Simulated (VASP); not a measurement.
**Ti: single point with PBEsol**

Ti:

```
Ti
1.0
    -1.59177    1.59177    1.69023
     1.59177   -1.59177    1.69023
     1.59177    1.59177   -1.69023
Ti
1
Direct
  0.00000 0.00000 0.00000
```

This cell differs from its parent crystal: strain -0.030 along x and y, +0.030 along z.

| Property | Result |
| --- | --- |
| Program | VASP 6.6.1 |
| Task | single point |
| Functional | PBEsol |
| Potentials or basis | VASP PAW PBE potentials, release 64 (Ti_sv) |
| Cutoff | 520 eV |
| k mesh | 20 × 20 × 20 |
| Occupations | gaussian, width 0.15 eV |
| Spin | no spin polarisation |

```
Pressure               : -3.8 GPa
Band gap on the k mesh : zero (band 6 reaches 9.10 eV, above the bottom of band 7 at 7.51 eV)
```

Stress tensor (GPa, compression positive):
```
-4.19  0.00  0.00
 0.00 -4.19  0.00
 0.00  0.00 -3.04
```

Levels at points of the mesh, in eV from the Fermi level:
| k point | band 2 | band 3 | band 4 | band 5 | band 6 | band 7 | band 8 | band 9 | band 10 | band 11 |
| --- | --- | --- | --- | --- | --- | --- | --- | --- | --- | --- |
| (0.00, 0.00, 0.00) | -32.22 | -32.22 | -32.22 | -5.99 | 0.86 | 0.86 | 1.28 | 2.52 | 3.00 | 16.85 |
| (0.50, 0.00, 0.00) | -32.94 | -32.43 | -32.22 | -2.50 | -0.24 | 1.06 | 2.49 | 3.17 | 4.31 | 8.78 |
| (0.50, 0.50, 0.00) | -32.93 | -32.46 | -32.25 | -2.51 | -0.76 | 1.46 | 3.09 | 3.28 | 4.39 | 9.22 |
| (0.50, 0.50, 0.50) | -32.76 | -32.68 | -32.68 | -2.24 | -2.08 | 3.92 | 4.03 | 4.03 | 7.35 | 9.03 |

It took 40 s on 1 thread of Intel(R) Xeon(R) Platinum 8559C (Emerald Rapids), with other jobs on the host, peak memory 0.24 GiB.

Caveat: the cell differs from its parent crystal (strain -0.030 along x and y, +0.030 along z); the PAW data sets were made with another functional, which shifts forces and pressure a little.
